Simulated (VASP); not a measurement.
Input of a VASP 6.6.1 run:

INCAR

```
SYSTEM = ZrH2
PREC = Accurate
ENCUT = 520
EDIFF = 1E-7
ISMEAR = 0
SIGMA = 0.02
LREAL = .False.
LASPH = .True.
NELM = 80
ALGO = Normal
ISIF = 2
LWAVE = .False.
LCHARG = .False.
GGA = CA
NBANDS = 14
```

File KPOINTS:

```
Automatic mesh
0
Gamma
  5 5 5
  0 0 0
```

Contents of POSCAR:

```
ZrH2
1.0
    3.1858257937      0.0000000000      0.0000000000
    1.5929128969      2.7590060694      0.0000000000
    1.5929128969      0.9196686898      2.6012158680
Zr H
1 2
Direct
    0.0000000000      0.0000000000      0.0000000000
    0.7500000000      0.7500000000      0.7500000000
    0.2500000000      0.2500000000      0.2500000000
```

Potentials or basis: VASP PAW LDA potentials, release 64 (Zr_sv, H).

Launch:

```sh
$ cat potpaw_LDA.64/Zr_sv/POTCAR potpaw_LDA.64/H/POTCAR > POTCAR
$ mpirun -np 1 vasp_std > vasp.out
```

**Question.** What does it give for the band gap on the k mesh?

**Answer.** Zero (band 7 reaches 10.84 eV, above the bottom of band 8 at 9.95 eV).

**Question.** What does it give for the pressure?

**Answer.** 30.2 GPa.

Caveat: the k points lie up to 0.48 Å⁻¹ apart.
